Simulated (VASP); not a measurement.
Here is a VASP 6.6.1 calculation.

File POSCAR:

```
ZnS
1.0
   -3.8087369231      0.0000000000      0.0000000000
   -1.9043684615     -3.2984629317      0.0000000000
   -0.4759016785     -0.2747619622     12.4664651483
Zn S
4 4
Direct
    0.9453331761      0.9453331761      0.6562643926
   -0.0130168239     -0.0130168239      0.1562643926
    0.2578451559      0.2578451559      0.9062206171
    0.6328284893      0.6328284893      0.4062206171
   -0.0702540658      0.9297459342      0.8433861439
   -0.0286040658     -0.0286040658      0.3433861439
    0.3255257204      0.3255257204      0.0937288464
    0.6172090538      0.6172090538      0.5937288464
```

Contents of INCAR.step1:

```
ALGO = Normal ; EDIFF = 1E-4
ENCUT = 520 ; GGA = PE
ISMEAR = 0 ; LASPH = T
LCHARG = F ; LREAL = F
LWAVE = T ; NBANDS = 46
NELM = 80 ; PREC = Accurate
SIGMA = 0.05
```

INCAR.step2

```
ALGO = Normal ; EDIFF = 1E-6
ENCUT = 520 ; ISIF = 2
ISMEAR = 0 ; ISTART = 1
LASPH = T ; LCHARG = F
LMIXTAU = T ; LREAL = F
LWAVE = F ; METAGGA = R2SCAN
NBANDS = 46 ; NELM = 80
PREC = Accurate ; SIGMA = 0.05
```

File KPOINTS:

```
k-points
0
Gamma
  7 7 2
```

Potentials or basis: VASP PAW PBE potentials, release 64 (Zn, S).

Command:

```sh
$ cat potpaw_PBE.64/Zn/POTCAR potpaw_PBE.64/S/POTCAR > POTCAR
$ cp INCAR.step1 INCAR
$ mpirun -np 1 vasp_std > vasp.out
$ cp INCAR.step2 INCAR
$ mpirun -np 1 vasp_std > vasp.out
```

(1) Estimate the largest force.

(2) What does it give for the pressure?

Answers

(1) 0.382 eV/Å.

(2) -0.2 GPa.

Caveat: the cell differs from its parent crystal (the part above a cut slid along it); the PAW data sets were made with another functional, which shifts forces and pressure a little.
